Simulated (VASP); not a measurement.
Here is a VASP 6.6.1 calculation.

INCAR

```
SYSTEM = S
ALGO     = Normal         ! electronic algorithm
EDIFF    = 1E-6           ! SCF threshold, eV
ENCUT    = 520            ! plane-wave cutoff, eV
GGA      = PE             ! functional
ISIF     = 2              ! what is computed and relaxed
ISMEAR   = -1             ! smearing method
LASPH    = .TRUE.         ! aspherical terms in the spheres
LCHARG   = .TRUE.         ! write CHGCAR
LELF     = .TRUE.         ! ELF
LREAL    = .FALSE.        ! projectors in reciprocal space
LVHAR    = .TRUE.       
LWAVE    = .FALSE.        ! write WAVECAR
NBANDS   = 9              ! bands
NELM     = 60             ! most SCF steps
PREC     = Accurate       ! precision mode
SIGMA    = 0.08           ! smearing width, eV
```

File KPOINTS:

```
k-points
0
G
  19 19 17
  0 0 0
```

The input POSCAR:

```
S
1.0
    2.3401024414      0.0000000000      0.0000000000
   -1.1700512207      2.0265881617      0.0000000000
    0.0000000000      0.0000000000      2.1039530414
S
1
Direct
    0.0000000000      0.0000000000      0.0000000000
```

Potentials or basis: VASP PAW PBE potentials, release 64 (S).

Command:

```console
$ cat potpaw_PBE.64/S/POTCAR > POTCAR
$ mpirun -np 1 vasp_std > vasp.out
```

(1) Predict the band gap on the k mesh.

(2) Estimate the pressure.

## Answers

(1) zero (bands 3 and 4 overlap by 13.47 eV).

(2) 109.2 GPa.

Caveat: the cell stands under pressure.
